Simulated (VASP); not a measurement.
# Ga (Cmce) in VASP: a series of runs

The runs below take Ga through single point, with LDA.

Everything below comes from runs of VASP 6.6.1. Logs are shortened: lines on timing, memory, paths and dates and some standing lists are left out, and cuts for length are marked.

### Step 1. The cell of the first run

Symmetry: Cmce, No. 64, orthorhombic system. The conventional cell has a = 4.553 Å, b = 7.712 Å, c = 4.554 Å, α = 90.00°, β = 90.00°, γ = 90.00°. Ga (site symmetry m) has 7 Ga at 2.50 to 2.81 Å within 3.3 Å.

### Step 2. Single point, LDA (volume scaled by 1.02)

Contents of INCAR:

```
SYSTEM = Ga
PREC     = Accurate       ! precision mode
ENCUT    = 520            ! plane-wave cutoff, eV
EDIFF    = 1E-7           ! SCF threshold, eV
ISMEAR   = -1             ! smearing method
SIGMA    = 0.05           ! smearing width, eV
LREAL    = .False.        ! projectors in reciprocal space
LASPH    = .True.         ! aspherical terms in the spheres
NELM     = 80             ! most SCF steps
ALGO     = Fast           ! electronic algorithm
ISIF     = 2              ! what is computed and relaxed
LWAVE    = .False.        ! write WAVECAR
LCHARG   = .True.         ! write CHGCAR
GGA      = CA             ! functional
LELF     = .True.         ! ELF
LVHAR    = .True.       
NBANDS   = 34             ! bands
```

Contents of KPOINTS:

```
regular mesh
0
Gamma
  7 7 6
  0 0 0
```

Contents of POSCAR:

```
Ga
1.0
    2.2764772577     -3.8558682890      0.0000000000
    2.2764772577      3.8558682890      0.0000000000
    0.0000000000      0.0000000000      4.5539611380
Ga
4
Direct
    0.3451000000      0.6549000000      0.4190000000
    0.1549000000      0.8451000000      0.9190000000
    0.6549000000      0.3451000000      0.5810000000
    0.8451000000      0.1549000000      0.0810000000
```

Potentials or basis: VASP PAW LDA potentials, release 64 (Ga_d).

Started as:

```sh
cat potpaw_LDA.64/Ga_d/POTCAR > POTCAR
mpirun -np 1 vasp_std > vasp.out
```

OUTCAR:

```text
SYSTEM = Ga
   PREC = Accurate
   ENCUT = 520
   EDIFF = 1E-7
   ISMEAR = -1
   LREAL = .False.
   LASPH = .True.
   NELM = 80
   ISIF = 2
   GGA = CA

 ion  position               nearest neighbor table
   1  0.345  0.655  0.419-   3 2.50   2 2.71   2 2.71   4 2.75   4 2.75   3 2.81   3 2.81
   2  0.155  0.845  0.919-   4 2.50   1 2.71   1 2.71   3 2.75   3 2.75   4 2.81   4 2.81
   3  0.655  0.345  0.581-   1 2.50   4 2.71   4 2.71   2 2.75   2 2.75   1 2.81   1 2.81
   4  0.845  0.155  0.081-   2 2.50   3 2.71   3 2.71   1 2.75   1 2.75   2 2.81   2 2.81

  LATTYP: Found a base centered orthorhombic cell.
 ALAT       =     4.5529545154
 B/A-ratio  =     1.6937873093
 C/A-ratio  =     1.0002210922

  Lattice vectors:

 A1 = (   2.2764772577,  -3.8558682890,   0.0000000000)
 A2 = (   2.2764772577,   3.8558682890,   0.0000000000)
 A3 = (   0.0000000000,   0.0000000000,   4.5539611380)

Analysis of symmetry for initial positions (statically):
=====================================================================
 Subroutine PRICEL returns:
 Original cell was already a primitive cell.

 Routine SETGRP: Setting up the symmetry group for a
 base centered orthorhombic supercell.

 Subroutine GETGRP returns: Found  8 space group operations
 (whereof  4 operations were pure point group operations)
 out of a pool of  8 trial point group operations.

The static configuration has the point symmetry C_2h.
 The point group associated with its full space group is D_2h.

Analysis of symmetry for dynamics (positions and initial velocities):
=====================================================================
 Subroutine PRICEL returns:
 Original cell was already a primitive cell.

 Routine SETGRP: Setting up the symmetry group for a
 base centered orthorhombic supercell.

 Subroutine GETGRP returns: Found  8 space group operations
 (whereof  4 operations were pure point group operations)
 out of a pool of  8 trial point group operations.

The dynamic configuration has the point symmetry C_2h.
 The point group associated with its full space group is D_2h.

 Subroutine INISYM returns: Found  8 space group operations
 (whereof  4 operations are pure point group operations),
 and found     1 'primitive' translations

----------------------------------------------------------------------------------------

                                     Primitive cell

  volume of cell :      79.9475

  direct lattice vectors                    reciprocal lattice vectors
     2.276477258 -3.855868289  0.000000000     0.219637599 -0.129672479  0.000000000
     2.276477258  3.855868289  0.000000000     0.219637599  0.129672479  0.000000000
     0.000000000  0.000000000  4.553961138     0.000000000  0.000000000  0.219589050

  length of vectors
     4.477730337  4.477730337  4.553961138     0.255060046  0.255060046  0.219589050

  position of ions in fractional coordinates (direct lattice)
     0.345100000  0.654900000  0.419000000
     0.154900000  0.845100000  0.919000000
     0.654900000  0.345100000  0.581000000
     0.845100000  0.154900000  0.081000000

  ion indices of the primitive-cell ions
   primitive index   ion index
                 1           1
                 2           2
                 3           3
                 4           4

----------------------------------------------------------------------------------------

 KPOINTS: regular mesh

Automatic generation of k-mesh.
 Grid dimensions read from file:
 generate k-points for:    7    7    6

 Generating k-lattice:

  Cartesian coordinates                     Fractional coordinates (reciprocal lattice)
     0.031376800 -0.018524640  0.000000000     0.142857143  0.000000000  0.000000000
     0.031376800  0.018524640  0.000000000     0.000000000  0.142857143  0.000000000
     0.000000000  0.000000000  0.036598175     0.000000000  0.000000000  0.166666667

  Length of vectors
     0.036437149  0.036437149  0.036598175

  Shift w.r.t. Gamma in fractional coordinates (k-lattice)
     0.000000000  0.000000000  0.000000000

 Subroutine IBZKPT returns following result:
 ===========================================

 Found     64 irreducible k-points:

 Following reciprocal coordinates:
            Coordinates               Weight
  0.000000  0.000000  0.000000      1.000000
  0.142857 -0.000000  0.000000      4.000000
  0.285714  0.000000  0.000000      4.000000
  0.428571 -0.000000  0.000000      4.000000
  0.142857  0.142857  0.000000      2.000000
  0.285714  0.142857  0.000000      4.000000
[... 16 lines left out ...]
  0.428571  0.142857  0.166667      8.000000
 -0.428571  0.142857  0.166667      8.000000
 [... further k-points ...]
   k-points           NKPTS =     64   k-points in BZ     NKDIM =     64   number of bands    NBANDS=     34
   number of dos      NEDOS =    301   number of ions     NIONS =      4
   total plane-waves  NPLWV =  46656
   dimension x,y,z NGX =    36 NGY =   36 NGZ =   36
   dimension x,y,z NGXF=    72 NGYF=   72 NGZF=   72
   ions per type =               4
   NGX,Y,Z   is equivalent  to a cutoff of  13.37, 13.37, 13.14 a.u.
   NGXF,Y,Z  is equivalent  to a cutoff of  26.73, 26.73, 26.28 a.u.
 SYSTEM =  Ga
   PREC   = accura    normal or accurate (medium, high low for compatibility)
   ISTART =      0    job   : 0-new  1-cont  2-samecut
   ICHARG =      2    charge: 1-file 2-atom 10-const
   ISPIN  =      1    spin polarized calculation?
   LNONCOLLINEAR =      F non collinear calculations
   LSORBIT =      F    spin-orbit coupling
   LASPH  =      T    aspherical Exc in radial PAW
   ENCUT  =  520.0 eV  38.22 Ry    6.18 a.u.   8.33  8.33  8.47*2*pi/ulx,y,z
   NELM   =     80;   NELMIN=  2; NELMDL= -5     # of ELM steps
   EDIFF  = 0.1E-06   stopping-criterion for ELM
   LREAL  =      F    real-space projection
   EDIFFG = 0.1E-05   stopping-criterion for IOM
   NSW    =      0    number of steps for IOM
   IBRION =     -1    ionic relax: 0-MD 1-quasi-New 2-CG
   NFREE  =      0    steps in history (QN), initial steepest desc. (CG)
   ISIF   =      2    stress and relaxation
   ISYM   =      2    0-nonsym 1-usesym 2-fastsym
   POTIM  = 0.5000    time-step for ionic-motion
   TEBEG  =    0.0;   TEEND  =   0.0 temperature during run
   PSTRESS=    0.0 pullay stress
   NELECT =      52.0000    total number of electrons
   NUPDOWN=      -1.0000    fix difference up-down
   EMIN   =  10.00;   EMAX   =-10.00  energy-range for DOS
   EFERMI =   0.00;   METHOD = LEGACY
   ISMEAR =    -1;   SIGMA  =   0.05  broadening in eV -4-tet -1-fermi 0-gaus
   EFERMI_NEDOS =   21; number of points for ismear=-14 and -15
   IALGO  =     68    algorithm
   IMIX   =      4    mixing-type and parameters
     AMIX     =   0.40;   BMIX     =  1.00
     AMIX_MAG =   1.60;   BMIX_MAG =  1.00
  volume/ion in A,a.u.               =      19.99       134.88
  Fermi-wavevector in a.u.,A,eV,Ry     =   1.418429  2.680443 27.374126  2.011941
  Thomas-Fermi vector in A             =   2.539556
   LORBIT       =      0    0 simple, 1 ext, 2 COOP (PROOUT), +10 PAW based schemes
   GGA     = CA    functional components
   LHFCALC =     F    Hartree Fock is set to
   AEXX    =    0.0000 exact exchange contribution
   IVDW    =     0    specifies the selected vdW correction
   LEPSILON=     F    determine dielectric tensor
   LRPA    =     F    only Hartree local field effects (RPA)
 non-spin polarized calculation
 RMM-DIIS sequential band-by-band and
  energy-cutoff  :      520.00
  volume of cell :       79.95
 maximum number of plane-waves:      2183
 NGX is ok and might be reduce to    36
   NGX = 17   NGY = 17   NGZ = 17

 number of electron      52.0000003 magnetization

 Free energy of the ion-electron system (eV)
  ---------------------------------------------------
  ext. energy  EPLUGINS =         0.00000000
  ---------------------------------------------------
  free energy    TOTEN  =       -14.32183335 eV

  energy without entropy =      -14.31187326  energy(sigma->0) =      -14.31685331

 E-fermi :   4.6470     XC(G=0): -10.8732

 val. band max:        4.6273070166   @ k =   0.0000   0.0000   0.5000
 cond. band min:       4.6515591305   @ k =   0.2857   0.2857   0.0000
 fundamental gap:      0.0242521138
 Fermi energy:         4.6469934128

 k-point     1 :       0.0000    0.0000    0.0000
  band No.  band energies     occupation
      1     -10.5995      2.00000
      2     -10.5966      2.00000
      3     -10.5749      2.00000
      4     -10.5560      2.00000
      5     -10.5266      2.00000
      6     -10.5011      2.00000
[... 26 lines left out ...]
     33      11.2418      0.00000
     34      11.9461      0.00000

 k-point     2 :       0.1429   -0.0000    0.0000
  band No.  band energies     occupation
      1     -10.6017      2.00000
      2     -10.5886      2.00000
      3     -10.5792      2.00000
      4     -10.5639      2.00000
      5     -10.5147      2.00000
      6     -10.4958      2.00000
[... 26 lines left out ...]
     33      11.1047      0.00000
     34      12.0046      0.00000

 k-point     3 :       0.2857    0.0000    0.0000
  band No.  band energies     occupation
      1     -10.5981      2.00000
      2     -10.5895      2.00000
      3     -10.5819      2.00000
      4     -10.5633      2.00000
      5     -10.5138      2.00000
      6     -10.4943      2.00000
[... 26 lines left out ...]
     33      10.4764      0.00000
     34      11.7170      0.00000

 k-point     4 :       0.4286   -0.0000    0.0000
  band No.  band energies     occupation
      1     -10.6014      2.00000
      2     -10.5945      2.00000
      3     -10.5696      2.00000
      4     -10.5441      2.00000
      5     -10.5291      2.00000
      6     -10.5240      2.00000
[... 26 lines left out ...]
     33      10.8919      0.00000
     34      12.0129      0.00000

 k-point     5 :       0.1429    0.1429    0.0000
  band No.  band energies     occupation
      1     -10.6040      2.00000
      2     -10.5925      2.00000
      3     -10.5763      2.00000
      4     -10.5672      2.00000
      5     -10.4935      2.00000
      6     -10.4932      2.00000
[... 621 lines left out ...]
 k-point    22 :       0.2857    0.1429    0.1667
  band No.  band energies     occupation
      1     -10.6306      2.00000
      2     -10.5851      2.00000
      3     -10.5799      2.00000
      4     -10.5463      2.00000
      5     -10.5281      2.00000
      6     -10.4919      2.00000
[... 26 lines left out ...]
     33      11.1349      0.00000
     34      12.2030      0.00000

 k-point    23 :       0.4286    0.1429    0.1667
  band No.  band energies     occupation
      1     -10.6332      2.00000
      2     -10.5918      2.00000
      3     -10.5674      2.00000
      4     -10.5503      2.00000
      5     -10.5319      2.00000
      6     -10.4986      2.00000
[... 26 lines left out ...]
     33      12.2706      0.00000
     34      13.2627      0.00000

 k-point    24 :      -0.4286    0.1429    0.1667
  band No.  band energies     occupation
      1     -10.6243      2.00000
      2     -10.6014      2.00000
      3     -10.5651      2.00000
      4     -10.5472      2.00000
      5     -10.5355      2.00000
      6     -10.5000      2.00000
[... 26 lines left out ...]
     33      11.8282      0.00000
     34      12.4835      0.00000

 [... further k-points ...]
[... 5 lines left out ...]
  --------------------------------------------------------------------------------------
  -------------------------------------------------------------------------------------
  Total       -2.5175070     -1.9696386     -2.1144346      0.0000000      0.0000000      0.0000000
  in kB      -50.4517739    -39.4722876    -42.3740540      0.0000000      0.0000000      0.0000000
  external PRESSURE =     -44.0993719 kB  Pullay stress =       0.0000000 kB

 VOLUME and BASIS-vectors are now :
 -----------------------------------------------------------------------------
  energy-cutoff  :      520.00
  volume of cell :       79.95
      direct lattice vectors                 reciprocal lattice vectors
     2.276477258 -3.855868289  0.000000000     0.219637599 -0.129672479  0.000000000
     2.276477258  3.855868289  0.000000000     0.219637599  0.129672479  0.000000000
     0.000000000  0.000000000  4.553961138     0.000000000  0.000000000  0.219589050

 POSITION                                       TOTAL-FORCE (eV/Angst)
 -----------------------------------------------------------------------------------
      2.27648      1.19455      1.90811         0.000000      0.129311     -0.042496
      2.27648      2.66132      4.18509         0.000000     -0.129311     -0.042496
      2.27648     -1.19455      2.64585         0.000000     -0.129311      0.042496
      2.27648     -2.66132      0.36887         0.000000      0.129311      0.042496
 -----------------------------------------------------------------------------------
    total drift:                               -0.000000     -0.000000      0.000000

  FREE ENERGIE OF THE ION-ELECTRON SYSTEM (eV)
  ---------------------------------------------------
  free  energy   TOTEN  =       -14.3218333501 eV

  energy  without entropy=      -14.3118732615  energy(sigma->0) =      -14.31685331
```

It took 2 min on 1 thread of Intel Xeon Platinum 8488C (Sapphire Rapids), shared host; peak memory 0.25 GiB.

Results:

```yaml
Free_energy: -14.3218 eV
Pressure: -4.4 GPa
Largest_force: 0.136 eV/Å
Band_gap_on_the_k_mesh: zero (band 26 reaches 4.99 eV, above the bottom of band 27 at 3.71 eV)
```

Forces on the atoms (eV/Å):
```
Ga   0.000  0.129 -0.042
Ga   0.000 -0.129 -0.042
Ga   0.000 -0.129  0.042
Ga   0.000  0.129  0.042
```

Levels at points of the mesh, in eV from the Fermi level:
```tsv
k point	band 23	band 24	band 25	band 26	band 27	band 28	band 29	band 30
(0.00, 0.00, 0.00)	-3.72	-1.93	-1.66	-0.78	0.82	0.89	1.02	4.83
(0.00, 0.00, 0.50)	-0.42	-0.42	-0.02	-0.02	0.01	0.01	2.00	2.00
```

### Step 3. Single point, LDA (volume scaled by 1.04)

Contents of INCAR:

```
SYSTEM = Ga
ALGO     = Fast           ! electronic algorithm
EDIFF    = 1E-7           ! SCF threshold, eV
ENCUT    = 520            ! plane-wave cutoff, eV
ISIF     = 2              ! what is computed and relaxed
ISMEAR   = -1             ! smearing method
LASPH    = .True.         ! aspherical terms in the spheres
LCHARG   = .False.        ! write CHGCAR
LREAL    = .False.        ! projectors in reciprocal space
LWAVE    = .False.        ! write WAVECAR
NBANDS   = 34             ! bands
NELM     = 100            ! most SCF steps
PREC     = Accurate       ! precision mode
SIGMA    = 0.05           ! smearing width, eV
```

Contents of KPOINTS:

```
k-points
0
Gamma
  7 7 6
  0 0 0
```

Contents of POSCAR:

```
Ga
1.0
    2.2912599917     -3.8809070963      0.0000000000
    2.2912599917      3.8809070963      0.0000000000
    0.0000000000      0.0000000000      4.5835331429
Ga
4
Direct
    0.3451000000      0.6549000000      0.4190000000
    0.1549000000      0.8451000000      0.9190000000
    0.6549000000      0.3451000000      0.5810000000
    0.8451000000      0.1549000000      0.0810000000
```

Potentials or basis: VASP PAW LDA potentials, release 64 (Ga_d).

Started as:

```sh
cat potpaw_LDA.64/Ga_d/POTCAR > POTCAR
mpirun -np 1 vasp_std > vasp.out
```

Wall time 2.1 min (1 thread of Intel Xeon Platinum 8488C (Sapphire Rapids), shared host); peak memory 0.25 GiB.

Results (log left out):

| Property | Result |
| --- | --- |
| Free energy | -14.2751 eV |
| Pressure | -5.2 GPa |
| Largest force | 0.134 eV/Å |
| Band gap on the k mesh | zero (band 26 reaches 4.81 eV, above the bottom of band 27 at 3.55 eV) |

Forces on the atoms (eV/Å):
```
Ga   0.000  0.130 -0.034
Ga   0.000 -0.130 -0.034
Ga   0.000 -0.130  0.034
Ga   0.000  0.130  0.034
```

Stress tensor (GPa, compression positive):
```
-5.74  0.00  0.00
 0.00 -4.70  0.00
 0.00  0.00 -5.04
```

Levels at points of the mesh, in eV from the Fermi level:
| k point | band 23 | band 24 | band 25 | band 26 | band 27 | band 28 | band 29 | band 30 |
| --- | --- | --- | --- | --- | --- | --- | --- | --- |
| (0.00, 0.00, 0.00) | -3.67 | -1.97 | -1.61 | -0.75 | 0.79 | 0.90 | 1.03 | 4.74 |
| (0.00, 0.00, 0.50) | -0.50 | -0.50 | -0.01 | -0.01 | 0.04 | 0.04 | 1.98 | 1.98 |
